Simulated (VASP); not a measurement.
Crystal: MgO.

```
Mg O
1.0
     0.00000    2.30604    2.30604
     2.30604    0.00000    2.30604
     2.30604    2.30604    0.00000
Mg O
1 1
Cartesian
  0.0000 0.0000 0.0000
  1.1530 1.1530 1.1530
```

| Property | Result |
| --- | --- |
| Program | VASP 6.6.1 |
| Task | relaxation of cell and atoms |
| Functional | LDA |
| Potentials or basis | VASP PAW LDA potentials, release 64 (Mg, O) |
| Cutoff | 600 eV |
| k mesh | 8 × 8 × 8 |
| Occupations | fermi-dirac, width 0.02 eV |
| Spin | no spin polarisation |

At the start: pressure -8.4 GPa; volume 12.26 Å³/atom.

Task: How do energy, volume and symmetry change on relaxing?

Result: Over 3 steps the energy falls by 23.2 meV/atom and the volume is 11.43 Å³/atom (-6.8 %); space group F-43m (No. 216, to 0.05 Å).

The path:
```tsv
step	energy change (eV)	largest force (eV/Å)	pressure (GPa)	volume (Å³)
1	0.0000	0.0000	-8.37	24.53
2	-0.0409	0.0000	3.41	22.32
3	-0.0464	0.0000	0.02	22.85
```

Final structure:
```cif
data_structure
_symmetry_space_group_name_H-M 'P 1'
_symmetry_Int_Tables_number 1
_cell_length_a 3.1853
_cell_length_b 3.1853
_cell_length_c 3.1853
_cell_angle_alpha 60.000
_cell_angle_beta 60.000
_cell_angle_gamma 60.000
_cell_volume 22.85
loop_
_atom_site_label
_atom_site_type_symbol
_atom_site_fract_x
_atom_site_fract_y
_atom_site_fract_z
_atom_site_occupancy
Mg1 Mg 0.00000 0.00000 0.00000 1
O1 O 0.25000 0.25000 0.25000 1
```
